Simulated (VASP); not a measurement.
# TiO2 in VASP: notebook, part 2 of 2

VASP 6.6.1. The steps go on from the part before.

## (3) Single point, PBE

This run uses another cell than the first one.

Input file INCAR:

```
SYSTEM = TiO2
ALGO = Normal ; EDIFF = 1E-6
ENCUT = 520 ; GGA = PE
ISIF = 2 ; ISMEAR = 0
LASPH = .TRUE. ; LCHARG = .TRUE.
LELF = .TRUE. ; LREAL = Auto
LVHAR = .TRUE. ; LWAVE = .FALSE.
NBANDS = 87 ; NELM = 100
PREC = Accurate ; SIGMA = 0.05
```

Input file KPOINTS:

```
k-points
0
G
  1 1 7
  0 0 0
```

Input file POSCAR:

```
TiO2
1.0
   16.5000000000      0.0000000000      0.0000000000
    0.0000000000     11.2000000000      0.0000000000
    0.0000000000      0.0000000000      5.2828229854
Ti O
6 12
Direct
    0.6570490187      0.5000000000      0.3333333333
    0.7086201329      0.5000000000      0.8333333333
    0.4690554364      0.5000000000      0.3333333333
    0.5309445636      0.5000000000      0.8333333333
    0.2913798671      0.5000000000      0.3333333333
    0.3429509813      0.5000000000      0.8333333333
    0.7313159605      0.5778998636      0.1367089859
    0.5463233792      0.5850178432      0.1592217605
    0.6368295632      0.5897107783      0.6597399254
    0.3631704368      0.5897107783      0.1597399254
    0.4536766208      0.5850178432      0.6592217605
    0.2686840395      0.5778998636      0.6367089859
    0.6368295632      0.4102892217      0.0069267413
    0.7313159605      0.4221001364      0.5299576807
    0.4536766208      0.4149821568      0.0074449062
    0.5463233792      0.4149821568      0.5074449062
    0.2686840395      0.4221001364      0.0299576807
    0.3631704368      0.4102892217      0.5069267413
```

Potentials or basis: VASP PAW PBE potentials, release 64 (Ti_sv, O).

Started as:

```sh
cat potpaw_PBE.64/Ti_sv/POTCAR potpaw_PBE.64/O/POTCAR > POTCAR
mpirun -np 1 vasp_std > vasp.out
```

OUTCAR:

```text
SYSTEM = TiO2
   EDIFF = 1E-6
   ENCUT = 520
   GGA = PE
   ISIF = 2
   ISMEAR = 0
   LASPH = .TRUE.
   LREAL = Auto
   NELM = 100
   PREC = Accurate

 ion  position               nearest neighbor table
   1  0.657  0.500  0.333-   7 1.83  14 1.83  13 2.02   9 2.02   8 2.26  16 2.26   2 2.78   2 2.78

   2  0.709  0.500  0.833-   9 1.80  13 1.80  14 1.86   7 1.86   1 2.78   1 2.78
   3  0.469  0.500  0.333-   8 1.84  16 1.84  15 1.98  11 1.98  10 2.21  18 2.21   4 2.83   4 2.83

   4  0.531  0.500  0.833-  11 1.84  15 1.84  16 1.98   8 1.98   9 2.21  13 2.21   3 2.83   3 2.83

   5  0.291  0.500  0.333-  10 1.80  18 1.80  17 1.86  12 1.86   6 2.78   6 2.78
   6  0.343  0.500  0.833-  12 1.83  17 1.83  18 2.02  10 2.02  11 2.26  15 2.26   5 2.78   5 2.78

   7  0.731  0.578  0.137-   1 1.83   2 1.86
   8  0.546  0.585  0.159-   3 1.84   4 1.98   1 2.26
   9  0.637  0.590  0.660-   2 1.80   1 2.02   4 2.21
  10  0.363  0.590  0.160-   5 1.80   6 2.02   3 2.21
  11  0.454  0.585  0.659-   4 1.84   3 1.98   6 2.26
  12  0.269  0.578  0.637-   6 1.83   5 1.86
  13  0.637  0.410  0.007-   2 1.80   1 2.02   4 2.21
  14  0.731  0.422  0.530-   1 1.83   2 1.86
  15  0.454  0.415  0.007-   4 1.84   3 1.98   6 2.26
  16  0.546  0.415  0.507-   3 1.84   4 1.98   1 2.26
  17  0.269  0.422  0.030-   6 1.83   5 1.86
  18  0.363  0.410  0.507-   5 1.80   6 2.02   3 2.21

  LATTYP: Found a simple orthorhombic cell.
 ALAT       =     5.2828229854
 B/A-ratio  =     2.1200786078
 C/A-ratio  =     3.1233300918

  Lattice vectors:

 A1 = (   0.0000000000,   0.0000000000,  -5.2828229854)
 A2 = (   0.0000000000,  11.2000000000,   0.0000000000)
 A3 = (  16.5000000000,   0.0000000000,   0.0000000000)

Analysis of symmetry for initial positions (statically):
=====================================================================
 Subroutine PRICEL returns:
 Original cell was already a primitive cell.

 Routine SETGRP: Setting up the symmetry group for a
 simple orthorhombic supercell.

 Subroutine GETGRP returns: Found  4 space group operations
[... 155 lines left out ...]
   GGA     = PE    functional components
   LHFCALC =     F    Hartree Fock is set to
   AEXX    =    0.0000 exact exchange contribution
   IVDW    =     0    specifies the selected vdW correction
   LEPSILON=     F    determine dielectric tensor
   LRPA    =     F    only Hartree local field effects (RPA)
 non-spin polarized calculation
 Gauss-broadening in eV      SIGMA  =   0.05
  energy-cutoff  :      520.00
  volume of cell :      976.27
 maximum number of plane-waves:     26336
 NGX is ok and might be reduce to   126
   NGX = 61   NGY = 41   NGZ = 19

 number of electron     143.9999985 magnetization

 Free energy of the ion-electron system (eV)
  ---------------------------------------------------
  ext. energy  EPLUGINS =         0.00000000
  ---------------------------------------------------
  free energy    TOTEN  =      -156.41547516 eV

  energy without entropy =     -156.41547516  energy(sigma->0) =     -156.41547516

 E-fermi :  -4.9264     XC(G=0):  -3.0974

 val. band max:       -5.2393557153   @ k =   0.0000   0.0000   0.0000
 cond. band min:      -2.1425506912   @ k =   0.0000   0.0000   0.0000
 fundamental gap:      3.0968050241
 Fermi energy:        -4.9263804784

 k-point     1 :       0.0000    0.0000    0.0000
  band No.  band energies     occupation
      1     -61.3103      2.00000
      2     -61.2585      2.00000
      3     -61.2562      2.00000
      4     -61.2412      2.00000
      5     -60.9424      2.00000
      6     -60.9423      2.00000
[... 337 lines left out ...]
     83      -1.0908      0.00000
     84      -1.0669      0.00000
 [bands above 84 left out]

------------------------ aborting loop because EDIFF is reached ----------------------------------------

  FORCE on cell =-STRESS in cart. coord.  units (eV):
  Direction    XX          YY          ZZ          XY          YZ          ZX
  --------------------------------------------------------------------------------------
  -------------------------------------------------------------------------------------
  Total        0.9602955      0.5879363      1.4084242      0.0000000     -0.0775080      0.0000000
  in kB        1.5759682      0.9648790      2.3114049      0.0000000     -0.1272005      0.0000000
  external PRESSURE =       1.6174174 kB  Pullay stress =       0.0000000 kB

 VOLUME and BASIS-vectors are now :
 -----------------------------------------------------------------------------
  energy-cutoff  :      520.00
  volume of cell :      976.27
      direct lattice vectors                 reciprocal lattice vectors
    16.500000000  0.000000000  0.000000000     0.060606061  0.000000000  0.000000000
     0.000000000 11.200000000  0.000000000     0.000000000  0.089285714  0.000000000
     0.000000000  0.000000000  5.282822985     0.000000000  0.000000000  0.189292733

 POSITION                                       TOTAL-FORCE (eV/Angst)
 -----------------------------------------------------------------------------------
     10.84131      5.60000      1.76094        -0.100323     -0.000000     -0.000000
     11.69223      5.60000      4.40235         0.121516     -0.000000     -0.000000
      7.73941      5.60000      1.76094        -0.089039     -0.000000     -0.000000
      8.76059      5.60000      4.40235         0.089039     -0.000000     -0.000000
      4.80777      5.60000      1.76094        -0.121516     -0.000000     -0.000000
      5.65869      5.60000      4.40235         0.100323     -0.000000     -0.000000
[... 10 lines left out ...]
      4.43329      4.72752      0.15826        -0.080019     -0.080908     -0.008324
      5.99231      4.59524      2.67800         0.066770     -0.077907      0.018950
 -----------------------------------------------------------------------------------
    total drift:                               -0.000000     -0.000089     -0.000139

  FREE ENERGIE OF THE ION-ELECTRON SYSTEM (eV)
  ---------------------------------------------------
  free  energy   TOTEN  =      -156.4154751587 eV

  energy  without entropy=     -156.4154751587  energy(sigma->0) =     -156.41547516
```

stdout:

```text
POSCAR found type information on POSCAR TiO
 POSCAR found :  2 types and      18 ions
 scaLAPACK will be used
 LDA part: xc-table for (Slater+PW92), standard interpolation
 POSCAR, INCAR and KPOINTS ok, starting setup
 FFT: planning ... GRIDC
 FFT: planning ... GRID_SOFT
 FFT: planning ... GRID
 WAVECAR not read
 entering main loop
```

Run time: 21 min. Hardware: 1 thread of Oxide Virtual Turin-like, shared host; peak memory 0.84 GiB.

What came out:

```yaml
Free_energy: -156.4155 eV
Largest_force: 0.122 eV/Å
Band_gap_on_the_k_mesh: 3.10 eV
```

Forces in eV/Å, atoms in the order of the input:
```
Ti  -0.100  0.000  0.000
Ti   0.122  0.000  0.000
Ti  -0.089  0.000  0.000
Ti   0.089  0.000  0.000
Ti  -0.122  0.000  0.000
Ti   0.100  0.000  0.000
O    0.080  0.081  0.008
O    0.062  0.068 -0.011
O   -0.067  0.078 -0.019
O    0.067  0.078 -0.019
O   -0.062  0.068 -0.011
O   -0.080  0.081  0.008
O   -0.067 -0.078  0.019
O    0.080 -0.081 -0.008
O   -0.062 -0.068  0.011
O    0.062 -0.068  0.011
O   -0.080 -0.081 -0.008
O    0.067 -0.078  0.019
```
